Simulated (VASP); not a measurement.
Wanted: the native input for a VASP 6.6.1 run.

* Task: single point
* Functional: PBE
* Potentials or basis: VASP PAW PBE potentials, release 64 (Hf_pv)
* Cutoff: 520 eV
* k mesh: 12 × 12 × 1
* Occupations: fermi-dirac, width 0.1 eV
* Spin: no spin polarisation
* Dipole correction: yes
* Further INCAR settings: ALGO = Normal; EDIFF = 1e-07; NBANDS = 11

The structure of Hf lies in POSCAR:

```
Hf
1.0
    3.2032284312      0.0000000000      0.0000000000
   -1.6016142156      2.7740771955      0.0000000000
    0.0000000000      0.0000000000     16.0000000000
Hf
1
Direct
    0.0000000000      0.0000000000      0.5000000000
```

These files were run (other wordings do the same):

INCAR

```
SYSTEM = Hf
ALGO     = Normal         ! electronic algorithm
DIPOL    = 0.5 0.5 0.500
EDIFF    = 1E-7           ! SCF threshold, eV
ENCUT    = 520            ! plane-wave cutoff, eV
GGA      = PE             ! functional
IDIPOL   = 3            
ISIF     = 2              ! what is computed and relaxed
ISMEAR   = -1             ! smearing method
LASPH    = .True.         ! aspherical terms in the spheres
LCHARG   = .False.        ! write CHGCAR
LDIPOL   = .True.       
LREAL    = .False.        ! projectors in reciprocal space
LWAVE    = .False.        ! write WAVECAR
NBANDS   = 11             ! bands
NELM     = 60             ! most SCF steps
PREC     = Accurate       ! precision mode
SIGMA    = 0.1            ! smearing width, eV
```

KPOINTS

```
k-points
0
Gamma
  12 12 1
  0 0 0
```

Potentials or basis: VASP PAW PBE potentials, release 64 (Hf_pv).

Run with:

```sh
$ cat potpaw_PBE.64/Hf_pv/POTCAR > POTCAR
$ mpirun -np 1 vasp_std > vasp.out
```

Results of the run:

- Band gap on the k mesh: zero (bands 5 and 6 overlap by 0.37 eV)

Caveat: spin-orbit coupling is left out, which moves the levels of the heavy elements.

It took 31 s on 1 thread of AMD EPYC 9R14 (Zen 4), with other jobs on the host, peak memory 0.21 GiB.
